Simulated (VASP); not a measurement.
# BN (R3m) in VASP: a series of runs

BN is run at these levels: PBE+D3(BJ); tasks: relaxation of shape and atoms at fixed volume, relaxation of the atoms, single point.

Program: VASP 6.6.1. These are calculated values, not measurements. Logs are shortened: lines on timing, memory, paths and dates and some standing lists are left out, and cuts for length are marked.

### Step 1. The cell of the first run

Symmetry: R3m, No. 160, trigonal system. The conventional cell has a = 2.474 Å, b = 2.474 Å, c = 9.232 Å, α = 90.00°, β = 90.00°, γ = 120.00°. Within 1.9 Å of B (site symmetry 3m) lie 3 N at 1.43 Å. Within 1.9 Å of N (site symmetry 3m) lie 3 B at 1.43 Å.

### Step 2. Relaxation of shape and atoms at fixed volume, PBE+D3(BJ) (8.15 Å³/atom)

Input file INCAR:

```
SYSTEM = BN
PREC = Accurate
ENCUT = 600
EDIFF = 1E-6
ISMEAR = 0
SIGMA = 0.02
LREAL = .FALSE.
LASPH = .TRUE.
NELM = 100
ALGO = Normal
ISIF = 4
LWAVE = .FALSE.
LCHARG = .FALSE.
GGA = PE
IVDW = 12
IBRION = 2
NSW = 50
EDIFFG = -0.01
```

Input file KPOINTS:

```
regular mesh
0
G
  12 12 12
  0 0 0
```

Input file POSCAR:

```
BN
1.0
    1.2368806421      0.7141133716      3.0772833979
   -1.2368806421      0.7141133716      3.0772833979
    0.0000000000     -1.4282267433      3.0772833979
B N
1 1
Direct
    0.9998459215      0.9998459215      0.9998459215
    0.3325870785      0.3325870785      0.3325870785
```

Potentials or basis: VASP PAW PBE potentials, release 64 (B, N).

On the command line:

```sh
cat potpaw_PBE.64/B/POTCAR potpaw_PBE.64/N/POTCAR > POTCAR
mpirun -np 1 vasp_std > vasp.out
```

OUTCAR:

```text
SYSTEM = BN
   PREC = Accurate
   ENCUT = 600
   EDIFF = 1E-6
   ISMEAR = 0
   LREAL = .FALSE.
   LASPH = .TRUE.
   NELM = 100
   ISIF = 4
   GGA = PE
   IVDW = 12
   IBRION = 2
   NSW = 50
   EDIFFG = -0.01
 IVDW          = 12

 ion  position               nearest neighbor table
   1  1.000  1.000  1.000-   2 1.43   2 1.43   2 1.43
   2  0.333  0.333  0.333-   1 1.43   1 1.43   1 1.43

  LATTYP: Found a trigonal (rhomboedric) cell.
 ALAT       =     3.3925660998
 COS(alpha) =     0.7341547257

  Lattice vectors:

 A1 = (   1.2368806421,   0.7141133716,   3.0772833979)
 A2 = (  -1.2368806421,   0.7141133716,   3.0772833979)
 A3 = (   0.0000000000,  -1.4282267433,   3.0772833979)

Analysis of symmetry for initial positions (statically):
=====================================================================
 Subroutine PRICEL returns:
 Original cell was already a primitive cell.

 Routine SETGRP: Setting up the symmetry group for a
 trigonal (rhombohedral) supercell.

 Subroutine GETGRP returns: Found  6 space group operations
 (whereof  6 operations were pure point group operations)
 out of a pool of 12 trial point group operations.

The static configuration has the point symmetry C_3v.

Analysis of symmetry for dynamics (positions and initial velocities):
=====================================================================
 Subroutine PRICEL returns:
 Original cell was already a primitive cell.

 Routine SETGRP: Setting up the symmetry group for a
 trigonal (rhombohedral) supercell.

 Subroutine GETGRP returns: Found  6 space group operations
 (whereof  6 operations were pure point group operations)
 out of a pool of 12 trial point group operations.

The dynamic configuration has the point symmetry C_3v.

 Subroutine INISYM returns: Found  6 space group operations
 (whereof  6 operations are pure point group operations),
 and found     1 'primitive' translations

----------------------------------------------------------------------------------------

                                     Primitive cell

  volume of cell :      16.3085

  direct lattice vectors                    reciprocal lattice vectors
     1.236880642  0.714113372  3.077283398     0.404242724  0.233389646  0.108320649
    -1.236880642  0.714113372  3.077283398    -0.404242724  0.233389646  0.108320649
     0.000000000 -1.428226743  3.077283398     0.000000000 -0.466779291  0.108320649

  length of vectors
     3.392566100  3.392566100  3.392566100     0.479182919  0.479182919  0.479182919

  position of ions in fractional coordinates (direct lattice)
     0.999845921  0.999845921  0.999845921
     0.332587078  0.332587078  0.332587078

  ion indices of the primitive-cell ions
   primitive index   ion index
                 1           1
                 2           2

----------------------------------------------------------------------------------------

 KPOINTS: regular mesh

Automatic generation of k-mesh.
 Grid dimensions read from file:
 generate k-points for:   12   12   12

 Generating k-lattice:

  Cartesian coordinates                     Fractional coordinates (reciprocal lattice)
     0.033686894  0.019449137  0.009026721     0.083333333 -0.000000000  0.000000000
    -0.033686894  0.019449137  0.009026721    -0.000000000  0.083333333  0.000000000
     0.000000000 -0.038898274  0.009026721     0.000000000  0.000000000  0.083333333

  Length of vectors
     0.039931910  0.039931910  0.039931910

  Shift w.r.t. Gamma in fractional coordinates (k-lattice)
     0.000000000  0.000000000  0.000000000

 Subroutine IBZKPT returns following result:
 ===========================================

 Found    189 irreducible k-points:

 Following reciprocal coordinates:
            Coordinates               Weight
  0.000000  0.000000  0.000000      1.000000
  0.083333  0.000000  0.000000      6.000000
  0.166667  0.000000  0.000000      6.000000
  0.250000  0.000000  0.000000      6.000000
  0.333333  0.000000  0.000000      6.000000
  0.416667  0.000000  0.000000      6.000000
[... 16 lines left out ...]
  0.500000  0.166667  0.000000     12.000000
 -0.416667  0.166667  0.000000     12.000000
 [... further k-points ...]
   k-points           NKPTS =    189   k-points in BZ     NKDIM =    189   number of bands    NBANDS=      8
   number of dos      NEDOS =    301   number of ions     NIONS =      2
   total plane-waves  NPLWV =  21952
   dimension x,y,z NGX =    28 NGY =   28 NGZ =   28
   dimension x,y,z NGXF=    56 NGYF=   56 NGZF=   56
   ions per type =               1   1
   NGX,Y,Z   is equivalent  to a cutoff of  13.72, 13.72, 13.72 a.u.
   NGXF,Y,Z  is equivalent  to a cutoff of  27.44, 27.44, 27.44 a.u.
 SYSTEM =  BN
   PREC   = accura    normal or accurate (medium, high low for compatibility)
   ISTART =      0    job   : 0-new  1-cont  2-samecut
   ICHARG =      2    charge: 1-file 2-atom 10-const
   ISPIN  =      1    spin polarized calculation?
   LNONCOLLINEAR =      F non collinear calculations
   LSORBIT =      F    spin-orbit coupling
   LASPH  =      T    aspherical Exc in radial PAW
   ENCUT  =  600.0 eV  44.10 Ry    6.64 a.u.   6.78  6.78  6.78*2*pi/ulx,y,z
   NELM   =    100;   NELMIN=  2; NELMDL= -5     # of ELM steps
   EDIFF  = 0.1E-05   stopping-criterion for ELM
   LREAL  =      F    real-space projection
   EDIFFG = -.1E-01   stopping-criterion for IOM
   NSW    =     50    number of steps for IOM
   IBRION =      2    ionic relax: 0-MD 1-quasi-New 2-CG
   NFREE  =      1    steps in history (QN), initial steepest desc. (CG)
   ISIF   =      4    stress and relaxation
   ISYM   =      2    0-nonsym 1-usesym 2-fastsym
   POTIM  = 0.5000    time-step for ionic-motion
   TEBEG  =    0.0;   TEEND  =   0.0 temperature during run
   PSTRESS=    0.0 pullay stress
   NELECT =       8.0000    total number of electrons
   NUPDOWN=      -1.0000    fix difference up-down
   EMIN   =  10.00;   EMAX   =-10.00  energy-range for DOS
   EFERMI =   0.00;   METHOD = LEGACY
   ISMEAR =     0;   SIGMA  =   0.02  broadening in eV -4-tet -1-fermi 0-gaus
   EFERMI_NEDOS =   21; number of points for ismear=-14 and -15
   IALGO  =     38    algorithm
   IMIX   =      4    mixing-type and parameters
     AMIX     =   0.40;   BMIX     =  1.00
     AMIX_MAG =   1.60;   BMIX_MAG =  1.00
  volume/ion in A,a.u.               =       8.15        55.03
  Fermi-wavevector in a.u.,A,eV,Ry     =   1.291121  2.439865 22.680821  1.666993
  Thomas-Fermi vector in A             =   2.422910
   LORBIT       =      0    0 simple, 1 ext, 2 COOP (PROOUT), +10 PAW based schemes
   GGA     = PE    functional components
   LHFCALC =     F    Hartree Fock is set to
   AEXX    =    0.0000 exact exchange contribution
   IVDW    =    12    specifies the selected vdW correction
   LEPSILON=     F    determine dielectric tensor
   LRPA    =     F    only Hartree local field effects (RPA)
 conjugate gradient relaxation of ions
 non-spin polarized calculation
 Gauss-broadening in eV      SIGMA  =   0.02
  energy-cutoff  :      600.00
  volume of cell :       16.31
 maximum number of plane-waves:       557
   NGX = 13   NGY = 13   NGZ = 13

--------------------------------------- Ionic step        1  -------------------------------------------

 number of electron       8.0000000 magnetization

 Free energy of the ion-electron system (eV)
  ---------------------------------------------------
  ext. energy  EPLUGINS =         0.00000000
  ---------------------------------------------------
  free energy    TOTEN  =       -17.51478901 eV

  energy without entropy =      -17.51478901  energy(sigma->0) =      -17.51478901

------------------------ aborting loop because EDIFF is reached ----------------------------------------

 Edisp (eV)   -0.31695

 E8    (eV) :    -0.0937

  FORCE on cell =-STRESS in cart. coord.  units (eV):
  Direction    XX          YY          ZZ          XY          YZ          ZX
  --------------------------------------------------------------------------------------
  -------------------------------------------------------------------------------------
  Total       1.60120     1.60120     0.27696     0.00000    -0.00000     0.00000
  in kB     157.30470   157.30470    27.20947     0.00000    -0.00000     0.00000
  external pressure =      113.94 kB  Pullay stress =        0.00 kB
[... 101 lines left out ...]
  energy  without entropy=      -17.8441920782  energy(sigma->0) =      -17.84419208

--------------------------------------- Ionic step        4  -------------------------------------------

 number of electron       8.0000000 magnetization

 Free energy of the ion-electron system (eV)
  ---------------------------------------------------
  ext. energy  EPLUGINS =         0.00000000
  ---------------------------------------------------
  free energy    TOTEN  =       -17.52621721 eV

  energy without entropy =      -17.52621721  energy(sigma->0) =      -17.52621721

 E-fermi :   3.2882     XC(G=0): -10.7283

 val. band max:        3.1740256536   @ k =  -0.3333   0.2500  -0.0000
 cond. band min:       7.1400064368   @ k =   0.5000   0.5000   0.0000
 fundamental gap:      3.9659807832
 Fermi energy:         3.2882028626

 k-point     1 :       0.0000    0.0000    0.0000
  band No.  band energies     occupation
      1     -14.8805      2.00000
      2      -0.3741      2.00000
      3       1.8397      2.00000
      4       1.8397      2.00000
      5       9.0719      0.00000
      6      14.8622      0.00000
      7      14.8622      0.00000
      8      16.4473      0.00000
[... 243 lines left out ...]
 k-point    24 :      -0.4167    0.1667    0.0000
  band No.  band energies     occupation
      1     -11.2920      2.00000
      2      -5.5959      2.00000
      3      -2.2775      2.00000
      4       2.9056      2.00000
      5       8.4195      0.00000
      6      14.8442      0.00000
      7      17.1501      0.00000
      8      18.0663      0.00000

 [... further k-points ...]

------------------------ aborting loop because EDIFF is reached ----------------------------------------

 Edisp (eV)   -0.31800

 E8    (eV) :    -0.0941

  FORCE on cell =-STRESS in cart. coord.  units (eV):
  Direction    XX          YY          ZZ          XY          YZ          ZX
  --------------------------------------------------------------------------------------
  -------------------------------------------------------------------------------------
  Total       0.40032     0.40032     0.40142     0.00000    -0.00000     0.00000
  in kB      39.32858    39.32858    39.43674     0.00000    -0.00000     0.00000
  external pressure =       39.36 kB  Pullay stress =        0.00 kB
[... 17 lines left out ...]
  FREE ENERGIE OF THE ION-ELECTRON SYSTEM (eV)
  ---------------------------------------------------
  free  energy   TOTEN  =       -17.8442122895 eV

  energy  without entropy=      -17.8442122895  energy(sigma->0) =      -17.84421229

 reached required accuracy - stopping structural energy minimisation
```

Run time: 3 min. Hardware: 1 thread of AMD EPYC 7R13, shared host; peak memory 0.16 GiB.

What came out:

```
Free energy                : -17.8442 eV
Energy gained by relaxing  : 6.2 meV/atom
Ionic steps                : 4
Pressure after relaxing    : 3.9 GPa
Band gap on the k mesh     : 3.97 eV (least direct gap 4.76 eV)
Dispersion energy per atom : -0.159 eV
```

Forces in eV/Å, atoms in the order of the input:
```
B    0.000  0.000 -0.003
N    0.000  0.000  0.003
```

The path:
| step | energy change (eV) | largest force (eV/Å) | pressure (GPa) | volume (Å³) |
| --- | --- | --- | --- | --- |
| 1 | 0.0000 | 0.0067 | 11.39 | 16.31 |
| 2 | -0.0122 | 0.0244 | 3.02 | 16.31 |
| 3 | -0.0125 | 0.0221 | 3.94 | 16.31 |
| 4 | -0.0125 | 0.0030 | 3.94 | 16.31 |

Final structure:
```xyz
2
Lattice="1.2487 0.7209 3.0194 -1.2487 0.7209 3.0194 0.0000 -1.4418 3.0194" Properties=species:S:1:pos:R:3 pbc="T T T"
B     0.0000    0.0000    9.0582
N     0.0000    0.0000    3.0113
```

A k mesh can miss the band edges.

[end of part 1 of 2]
